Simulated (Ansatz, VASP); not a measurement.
# Ir in VASP and in Ansatz

The input INCAR:

```
PREC = Accurate ; ENCUT = 520
EDIFF = 1E-7 ; ISMEAR = -1
SIGMA = 0.05 ; LREAL = False
LASPH = True ; NELM = 100
ALGO = Fast ; ISIF = 2
LWAVE = False ; LCHARG = False
GGA = CA ; NBANDS = 16
```

KPOINTS

```
Automatic mesh
0
Gamma
  11 11 6
```

Contents of POSCAR:

```
Ir
1.0
    2.7875843874      0.0000000000      0.0000000000
   -1.3937921937      2.4141188946      0.0000000000
    0.0000000000      0.0000000000      4.5210110761
Ir
2
Direct
    0.3333333333      0.6666666667      0.2500000000
    0.6666666667      0.3333333333      0.7500000000
```

File input.yaml:

```yaml
crystal:
  lattice:
    - [2.7875843874, 0.0, 0.0]
    - [-1.3937921937, 2.4141188946, 0.0]
    - [0.0, 0.0, 4.5210110761]
  atoms:
    - { symbol: Ir, position: [0.3333333333, 0.6666666667, 0.25] }
    - { symbol: Ir, position: [0.6666666667, 0.3333333333, 0.75] }
kpoints:
  mp_grid: { grid: [11, 11, 6] }
scf:
  occupations: { method: fermi_dirac, width: 0.05 }
hamiltonian:
  xc: lda
  pseudopotentials: { kind: all_electron, lapw: { basis_error: 0.001 } }
output:
  forces: true
  stress: true
  eigenvalues: true
```

Change from the starting cell: volume scaled by 1.04.

Alike in both runs: task single point; functional LDA; k mesh 11 × 11 × 6; occupations fermi-dirac, width 0.05 eV; no spin polarisation.

|  | VASP | Ansatz |
| --- | --- | --- |
| version | VASP 6.6.1 | Ansatz 0.2.0 |
| potentials or method | VASP PAW LDA potentials, release 64 (Ir), cutoff 520 eV | all-electron LAPW, scalar-relativistic |

Ansatz gave:

| Quantity | Value |
| --- | --- |
| gap on the k mesh at the Fermi level (eV) | none |
| pressure (GPa) | -28.6 |
| traceless stress, the component that is largest in VASP (GPa) | -0.60 |

**Question.** Which values does VASP return?

**Answer.** gap on the k mesh at the Fermi level (eV): none; pressure (GPa): -26.8; traceless stress, the component that is largest in VASP (GPa): -0.54.

LDA's correlation is that of Perdew and Zunger in VASP and of Perdew and Wang (1992) in Ansatz. A gap of «none» marks a metal or a gap that the smearing closes. Ansatz ran all-electron here, and VASP with PAW potentials.

Neither program's run includes spin-orbit coupling.
